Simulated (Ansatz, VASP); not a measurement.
GeCl5: VASP beside Ansatz

```
Ge Cl
1.0
     0.00000    4.05624    4.05624
     4.05624    0.00000    4.05624
     4.05624    4.05624    0.00000
Ge Cl
1 5
Cartesian
  0.0000 0.0000 0.0000
  5.0703 5.0703 3.0422
  5.0703 3.0422 5.0703
  3.0422 5.0703 5.0703
  3.0422 3.0422 3.0422
  6.0844 6.0844 6.0844
```

Change from the starting cell: species swapped into the Be5Au type (F-43m, No. 216).

Alike in both runs: functional PBE; k mesh 8 × 8 × 8; occupations gaussian, width 0.1 eV; no spin polarisation.

Ansatz relaxed the structure, and its values are those at the end. VASP's run is a single point on that final structure, the one shown.

|  | VASP | Ansatz |
| --- | --- | --- |
| version | VASP 6.6.1 | Ansatz 0.2.0 |
| potentials or method | VASP PAW PBE potentials, release 64 (Ge_d, Cl), cutoff 520 eV | scalar-relativistic, plane waves, PAW |
| valence electrons in the cell | 49 | 49 |

VASP gave:

| Item | Value |
| --- | --- |
| gap on the k mesh at the Fermi level (eV) | none |
| pressure (GPa) | -0.1 |

Q: Estimate Ansatz's values.

A: gap on the k mesh at the Fermi level (eV): none; pressure (GPa): 0.0.

A gap of «none» marks a metal or a gap that the smearing closes.
